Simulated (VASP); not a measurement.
# CaO (Lime) (Fm-3m) in VASP: notebook

Aim: see how the results for CaO (Lime) move with the level of theory and the settings. Levels: PBE, PBEsol. Tasks: relaxation of cell and atoms.

All numbers are computed with VASP 6.6.1; they aren't measurements. Logs are shortened: lines on timing, memory, paths and dates and some standing lists are left out, and cuts for length are marked.

### 1 The cell of the first run

It takes space group Fm-3m (No. 225, cubic). The conventional cell has a = 4.813 Å, b = 4.813 Å, c = 4.813 Å, α = 90.00°, β = 90.00°, γ = 90.00°. Ca (site symmetry m-3m) has 6 O at 2.41 Å within 3.2 Å. O (site symmetry m-3m) has 6 Ca at 2.41 Å within 3.2 Å.

### 2 Relaxation of cell and atoms, PBE

The input, INCAR:

```
SYSTEM = CaO
  PREC = Accurate
  ENCUT = 600
  EDIFF = 1E-6
  ISMEAR = -1
  SIGMA = 0.02
  LREAL = .FALSE.
  LASPH = .TRUE.
  NELM = 100
  ALGO = Normal
  ISIF = 3
  LWAVE = .FALSE.
  LCHARG = .FALSE.
  GGA = PE
  IBRION = 2
  NSW = 80
  EDIFFG = -0.005
```

The input, KPOINTS:

```
regular mesh
0
G
  8 8 8
  0 0 0
```

The input, POSCAR:

```
CaO
1.0
    0.0000000000      2.4065000000      2.4065000000
    2.4065000000      0.0000000000      2.4065000000
    2.4065000000      2.4065000000      0.0000000000
Ca O
1 1
Direct
    0.0000000000      0.0000000000      0.0000000000
    0.5000000000      0.5000000000      0.5000000000
```

Potentials or basis: VASP PAW PBE potentials, release 64 (Ca_sv, O).

Run with:

```console
$ cat potpaw_PBE.64/Ca_sv/POTCAR potpaw_PBE.64/O/POTCAR > POTCAR
$ mpirun -np 1 vasp_std > vasp.out
```

OUTCAR:

```text
SYSTEM = CaO
   PREC = Accurate
   ENCUT = 600
   EDIFF = 1E-6
   ISMEAR = -1
   LREAL = .FALSE.
   LASPH = .TRUE.
   NELM = 100
   ISIF = 3
   GGA = PE
   IBRION = 2
   NSW = 80
   EDIFFG = -0.005

 ion  position               nearest neighbor table
   1  0.000  0.000  0.000-   2 2.41   2 2.41   2 2.41   2 2.41   2 2.41   2 2.41
   2  0.500  0.500  0.500-   1 2.41   1 2.41   1 2.41   1 2.41   1 2.41   1 2.41

  LATTYP: Found a face centered cubic cell.
 ALAT       =     4.8130000000

  Lattice vectors:

 A1 = (   0.0000000000,   2.4065000000,   2.4065000000)
 A2 = (   2.4065000000,   0.0000000000,   2.4065000000)
 A3 = (   2.4065000000,   2.4065000000,   0.0000000000)

Analysis of symmetry for initial positions (statically):
=====================================================================
 Subroutine PRICEL returns:
 Original cell was already a primitive cell.

 Routine SETGRP: Setting up the symmetry group for a
 face centered cubic supercell.

 Subroutine GETGRP returns: Found 48 space group operations
 (whereof 48 operations were pure point group operations)
 out of a pool of 48 trial point group operations.

The static configuration has the point symmetry O_h .

Analysis of symmetry for dynamics (positions and initial velocities):
=====================================================================
 Subroutine PRICEL returns:
 Original cell was already a primitive cell.

 Routine SETGRP: Setting up the symmetry group for a
 face centered cubic supercell.

 Subroutine GETGRP returns: Found 48 space group operations
 (whereof 48 operations were pure point group operations)
 out of a pool of 48 trial point group operations.

The dynamic configuration has the point symmetry O_h .

 Subroutine INISYM returns: Found 48 space group operations
 (whereof 48 operations are pure point group operations),
 and found     1 'primitive' translations

----------------------------------------------------------------------------------------

                                     Primitive cell

  volume of cell :      27.8732

  direct lattice vectors                    reciprocal lattice vectors
     0.000000000  2.406500000  2.406500000    -0.207770621  0.207770621  0.207770621
     2.406500000  0.000000000  2.406500000     0.207770621 -0.207770621  0.207770621
     2.406500000  2.406500000  0.000000000     0.207770621  0.207770621 -0.207770621

  length of vectors
     3.403304938  3.403304938  3.403304938     0.359869272  0.359869272  0.359869272

  position of ions in fractional coordinates (direct lattice)
     0.000000000  0.000000000  0.000000000
[... 94 lines left out ...]
   EFERMI_NEDOS =   21; number of points for ismear=-14 and -15
   IALGO  =     38    algorithm
   IMIX   =      4    mixing-type and parameters
     AMIX     =   0.40;   BMIX     =  1.00
     AMIX_MAG =   1.60;   BMIX_MAG =  1.00
  volume/ion in A,a.u.               =      13.94        94.05
  Fermi-wavevector in a.u.,A,eV,Ry     =   1.360564  2.571093 25.186211  1.851134
  Thomas-Fermi vector in A             =   2.487215
   LORBIT       =      0    0 simple, 1 ext, 2 COOP (PROOUT), +10 PAW based schemes
   GGA     = PE    functional components
   LHFCALC =     F    Hartree Fock is set to
   AEXX    =    0.0000 exact exchange contribution
   IVDW    =     0    specifies the selected vdW correction
   LEPSILON=     F    determine dielectric tensor
   LRPA    =     F    only Hartree local field effects (RPA)
 conjugate gradient relaxation of ions
 non-spin polarized calculation
  energy-cutoff  :      600.00
  volume of cell :       27.87
 maximum number of plane-waves:       950
   NGX = 13   NGY = 13   NGZ = 13

--------------------------------------- Ionic step        1  -------------------------------------------

 number of electron      15.9999998 magnetization

 Free energy of the ion-electron system (eV)
  ---------------------------------------------------
  ext. energy  EPLUGINS =         0.00000000
  ---------------------------------------------------
  free energy    TOTEN  =       -12.80505387 eV

  energy without entropy =      -12.80505387  energy(sigma->0) =      -12.80505387

------------------------ aborting loop because EDIFF is reached ----------------------------------------

  FORCE on cell =-STRESS in cart. coord.  units (eV):
  Direction    XX          YY          ZZ          XY          YZ          ZX
  --------------------------------------------------------------------------------------
  -------------------------------------------------------------------------------------
  Total        0.2893740      0.2893740      0.2893740     -0.0000000     -0.0000000      0.0000000
  in kB       16.6334565     16.6334565     16.6334565     -0.0000000     -0.0000000      0.0000000
  external PRESSURE =      16.6334565 kB  Pullay stress =       0.0000000 kB
[... 59 lines left out ...]
--------------------------------------- Ionic step        3  -------------------------------------------

 number of electron      16.0000000 magnetization

 Free energy of the ion-electron system (eV)
  ---------------------------------------------------
  ext. energy  EPLUGINS =         0.00000000
  ---------------------------------------------------
  free energy    TOTEN  =       -12.80728933 eV

  energy without entropy =      -12.80728933  energy(sigma->0) =      -12.80728933

 E-fermi :   2.7768     XC(G=0): -10.3805

 val. band max:        2.2383089239   @ k =   0.0000   0.0000   0.0000
 cond. band min:       5.8799157435   @ k =   0.5000   0.5000   0.0000
 fundamental gap:      3.6416068197
 Fermi energy:         2.7767862836

 k-point     1 :       0.0000    0.0000    0.0000
  band No.  band energies     occupation
      1     -35.4780      2.00000
      2     -16.2559      2.00000
      3     -16.2559      2.00000
      4     -16.2559      2.00000
      5     -13.2566      2.00000
      6       2.2383      2.00000
      7       2.2383      2.00000
      8       2.2383      2.00000
      9       6.7953      0.00000
     10       8.4162      0.00000
     11       8.4162      0.00000
     12       8.4162      0.00000
[... 331 lines left out ...]
 k-point    24 :      -0.3750    0.2500    0.1250
  band No.  band energies     occupation
      1     -35.3694      2.00000
      2     -17.0750      2.00000
      3     -16.4794      2.00000
      4     -16.3734      2.00000
      5     -12.3973      2.00000
      6       0.2183      2.00000
      7       1.1295      2.00000
      8       1.2097      2.00000
      9       8.9104      0.00000
     10       8.9894      0.00000
     11      10.8809      0.00000
     12      11.0297      0.00000

 [... further k-points ...]
[... 5 lines left out ...]
  --------------------------------------------------------------------------------------
  -------------------------------------------------------------------------------------
  Total       -0.0001300     -0.0001300     -0.0001300     -0.0000000      0.0000000      0.0000000
  in kB       -0.0073554     -0.0073554     -0.0073554     -0.0000000      0.0000000      0.0000000
  external PRESSURE =      -0.0073554 kB  Pullay stress =       0.0000000 kB
[... 17 lines left out ...]
  FREE ENERGIE OF THE ION-ELECTRON SYSTEM (eV)
  ---------------------------------------------------
  free  energy   TOTEN  =       -12.8072893325 eV

  energy  without entropy=      -12.8072893325  energy(sigma->0) =      -12.80728933

 reached required accuracy - stopping structural energy minimisation
```

OSZICAR:

```text
N       E                     dE             d eps       ncg     rms          rms(c)
DAV:   1     0.139976743244E+03    0.13998E+03   -0.95835E+03   696   0.153E+03
[... 25 lines left out ...]
DAV:   2    -0.128078268488E+02    0.27744E-02   -0.10701E-02   756   0.100E+00    0.151E-01
DAV:   3    -0.128073108154E+02    0.51603E-03   -0.12427E-03  1172   0.456E-01    0.603E-02
DAV:   4    -0.128072525690E+02    0.58246E-04   -0.50546E-04  1096   0.209E-01    0.189E-02
DAV:   5    -0.128072562240E+02   -0.36550E-05   -0.46749E-06   864   0.257E-02    0.172E-02
DAV:   6    -0.128072859329E+02   -0.29709E-04   -0.26775E-05  1108   0.302E-02    0.700E-03
DAV:   7    -0.128072896399E+02   -0.37070E-05   -0.19497E-06   824   0.139E-02    0.104E-03
DAV:   8    -0.128072893325E+02    0.30746E-06   -0.15199E-07   352   0.407E-03
   3 F= -.12807289E+02 E0= -.12807289E+02  d E =-.223547E-02
```

Wall time 31 s (1 thread of AMD EPYC 9R45 (Zen 5), shared host); peak memory 0.14 GiB.

Results:

| Property | Result |
| --- | --- |
| Free energy | -12.8073 eV |
| Relaxed volume | 14.15 Å³/atom |
| Relaxed cell | a = 3.421 Å, b = 3.421 Å, c = 3.421 Å, α = 60.00°, β = 60.00°, γ = 60.00° |
| Space group after relaxing (to 0.05 Å) | Fm-3m (No. 225) |
| Energy gained by relaxing | 1.1 meV/atom |
| Ionic steps | 3 |
| Pressure after relaxing | 0.0 GPa |
| Band gap on the k mesh | 3.64 eV, indirect (least direct gap 4.02 eV) |

Step by step:
| step | energy change (eV) | largest force (eV/Å) | pressure (GPa) | volume (Å³) |
| --- | --- | --- | --- | --- |
| 1 | 0.0000 | 0.0000 | 1.66 | 27.87 |
| 2 | -0.0020 | 0.0000 | -0.56 | 28.46 |
| 3 | -0.0022 | 0.0000 | 0.00 | 28.31 |

Final structure:
```
CELL_PARAMETERS angstrom
0.00000 2.41893 2.41893
2.41893 0.00000 2.41893
2.41893 2.41893 0.00000
ATOMIC_POSITIONS crystal
Ca 0.00000 0.00000 0.00000
O 0.50000 0.50000 0.50000
```

A k mesh can miss the band edges. Expect the measured gap to be larger: semilocal functionals such as PBE lack the derivative discontinuity.

### 3 Relaxation of cell and atoms, PBEsol

This run uses another cell than the first one, of 14.09 Å³/atom, 1.011 times its volume.

The input, INCAR:

```
SYSTEM = CaO
  PREC = Accurate
  ENCUT = 600
  EDIFF = 1E-7
  ISMEAR = -1
  SIGMA = 0.02
  LREAL = .False.
  LASPH = .True.
  NELM = 100
  ALGO = Normal
  ISIF = 3
  LWAVE = .False.
  LCHARG = .False.
  GGA = PS
  IBRION = 2
  NSW = 80
  EDIFFG = -0.005
```

The input, KPOINTS:

```
regular mesh
0
Gamma
  8 8 8
  0 0 0
```

The input, POSCAR:

```
CaO
1.0
    0.0000000000      2.4150560130      2.4150560130
    2.4150560130      0.0000000000      2.4150560130
    2.4150560130      2.4150560130      0.0000000000
Ca O
1 1
Direct
    0.0000000000      0.0000000000      0.0000000000
    0.5000000000      0.5000000000      0.5000000000
```

Potentials or basis: VASP PAW PBE potentials, release 64 (Ca_sv, O).

Run with:

```console
$ cat potpaw_PBE.64/Ca_sv/POTCAR potpaw_PBE.64/O/POTCAR > POTCAR
$ mpirun -np 1 vasp_std > vasp.out
```

OUTCAR:

```text
SYSTEM = CaO
   PREC = Accurate
   ENCUT = 600
   EDIFF = 1E-7
   ISMEAR = -1
   LREAL = .False.
   LASPH = .True.
   NELM = 100
   ISIF = 3
   GGA = PS
   IBRION = 2
   NSW = 80
   EDIFFG = -0.005

 ion  position               nearest neighbor table
   1  0.000  0.000  0.000-   2 2.42   2 2.42   2 2.42   2 2.42   2 2.42   2 2.42
   2  0.500  0.500  0.500-   1 2.42   1 2.42   1 2.42   1 2.42   1 2.42   1 2.42

  LATTYP: Found a face centered cubic cell.
 ALAT       =     4.8301120260

  Lattice vectors:

 A1 = (   0.0000000000,   2.4150560130,   2.4150560130)
 A2 = (   2.4150560130,   0.0000000000,   2.4150560130)
 A3 = (   2.4150560130,   2.4150560130,   0.0000000000)

Analysis of symmetry for initial positions (statically):
=====================================================================
 Subroutine PRICEL returns:
 Original cell was already a primitive cell.

 Routine SETGRP: Setting up the symmetry group for a
 face centered cubic supercell.

 Subroutine GETGRP returns: Found 48 space group operations
 (whereof 48 operations were pure point group operations)
 out of a pool of 48 trial point group operations.

The static configuration has the point symmetry O_h .

Analysis of symmetry for dynamics (positions and initial velocities):
=====================================================================
 Subroutine PRICEL returns:
 Original cell was already a primitive cell.

 Routine SETGRP: Setting up the symmetry group for a
 face centered cubic supercell.

 Subroutine GETGRP returns: Found 48 space group operations
 (whereof 48 operations were pure point group operations)
 out of a pool of 48 trial point group operations.

The dynamic configuration has the point symmetry O_h .

 Subroutine INISYM returns: Found 48 space group operations
 (whereof 48 operations are pure point group operations),
 and found     1 'primitive' translations

----------------------------------------------------------------------------------------

[... 129 lines left out ...]

--------------------------------------- Ionic step        1  -------------------------------------------

 number of electron      15.9999999 magnetization

 Free energy of the ion-electron system (eV)
  ---------------------------------------------------
  ext. energy  EPLUGINS =         0.00000000
  ---------------------------------------------------
  free energy    TOTEN  =       -13.40368696 eV

  energy without entropy =      -13.40368696  energy(sigma->0) =      -13.40368696

------------------------ aborting loop because EDIFF is reached ----------------------------------------

  FORCE on cell =-STRESS in cart. coord.  units (eV):
  Direction    XX          YY          ZZ          XY          YZ          ZX
  --------------------------------------------------------------------------------------
  -------------------------------------------------------------------------------------
  Total       -0.6506198     -0.6506198     -0.6506198      0.0000000      0.0000000     -0.0000000
  in kB      -37.0020910    -37.0020910    -37.0020910      0.0000000      0.0000000     -0.0000000
  external PRESSURE =     -37.0020910 kB  Pullay stress =       0.0000000 kB
[... 59 lines left out ...]
--------------------------------------- Ionic step        3  -------------------------------------------

 number of electron      15.9999997 magnetization

 Free energy of the ion-electron system (eV)
  ---------------------------------------------------
  ext. energy  EPLUGINS =         0.00000000
  ---------------------------------------------------
  free energy    TOTEN  =       -13.41511667 eV

  energy without entropy =      -13.41511667  energy(sigma->0) =      -13.41511667

 E-fermi :   2.8450     XC(G=0): -10.8353

 val. band max:        2.3066035450   @ k =   0.0000   0.0000   0.0000
 cond. band min:       5.8325731029   @ k =   0.5000   0.5000   0.0000
 fundamental gap:      3.5259695580
 Fermi energy:         2.8449876669

 k-point     1 :       0.0000    0.0000    0.0000
  band No.  band energies     occupation
      1     -34.9983      2.00000
      2     -15.8243      2.00000
      3     -15.8243      2.00000
      4     -15.8243      2.00000
      5     -13.1766      2.00000
      6       2.3066      2.00000
      7       2.3066      2.00000
      8       2.3066      2.00000
      9       7.0327      0.00000
     10       8.5473      0.00000
     11       8.5473      0.00000
     12       8.5473      0.00000
[... 331 lines left out ...]
 k-point    24 :      -0.3750    0.2500    0.1250
  band No.  band energies     occupation
      1     -34.8634      2.00000
      2     -16.8229      2.00000
      3     -16.0891      2.00000
      4     -15.9629      2.00000
      5     -12.1621      2.00000
      6       0.1818      2.00000
      7       1.1410      2.00000
      8       1.2074      2.00000
      9       9.0898      0.00000
     10       9.1531      0.00000
     11      11.2109      0.00000
     12      11.4044      0.00000

 [... further k-points ...]
[... 5 lines left out ...]
  --------------------------------------------------------------------------------------
  -------------------------------------------------------------------------------------
  Total        0.0003862      0.0003862      0.0003862     -0.0000000     -0.0000000     -0.0000000
  in kB        0.0227378      0.0227378      0.0227378     -0.0000000     -0.0000000     -0.0000000
  external PRESSURE =       0.0227378 kB  Pullay stress =       0.0000000 kB
[... 17 lines left out ...]
  FREE ENERGIE OF THE ION-ELECTRON SYSTEM (eV)
  ---------------------------------------------------
  free  energy   TOTEN  =       -13.4151166663 eV

  energy  without entropy=      -13.4151166663  energy(sigma->0) =      -13.41511667

 reached required accuracy - stopping structural energy minimisation
```

It took 39 s on 1 thread of AMD EPYC 9R45 (Zen 5), shared host; peak memory 0.14 GiB.

Results:

```yaml
Free_energy: -13.4151 eV
Relaxed_volume: 13.61 Å³/atom
Relaxed_cell: a = 3.376 Å, b = 3.376 Å, c = 3.376 Å, α = 60.00°, β = 60.00°, γ = 60.00°
Space_group_after_relaxing_to_0.05_Å: Fm-3m (No. 225)
Energy_gained_by_relaxing: 5.7 meV/atom
Ionic_steps: 3
Pressure_after_relaxing: 0.0 GPa
Band_gap_on_the_k_mesh: 3.53 eV, indirect (least direct gap 3.90 eV)
```

Step by step:
```
step  energy change (eV)  largest force (eV/Å)  pressure (GPa)  volume (Å³)
   1              0.0000                0.0000           -3.70        28.17
   2             -0.0098                0.0000            1.52        26.87
   3             -0.0114                0.0000            0.00        27.21
```

Final structure:
```
CELL_PARAMETERS angstrom
0.00000 2.38731 2.38731
2.38731 0.00000 2.38731
2.38731 2.38731 0.00000
ATOMIC_POSITIONS crystal
Ca 0.00000 0.00000 0.00000
O 0.50000 0.50000 0.50000
```

Levels at points of the mesh, in eV from the valence-band top:
```tsv
k point	band 5	band 6	band 7	band 8	band 9	band 10	band 11	band 12
(0.00, 0.00, 0.00)	-15.48	0.00	0.00	0.00	4.73	6.24	6.24	6.24
(0.50, 0.00, 0.00)	-14.16	-2.74	-1.26	-1.26	7.11	8.49	8.49	8.49
(0.50, 0.50, 0.00)	-15.24	-1.31	-0.37	-0.37	3.53	8.19	9.04	9.73
```

Caveat: the PAW data sets were made with another functional, which shifts forces and pressure a little. A k mesh can miss the band edges.
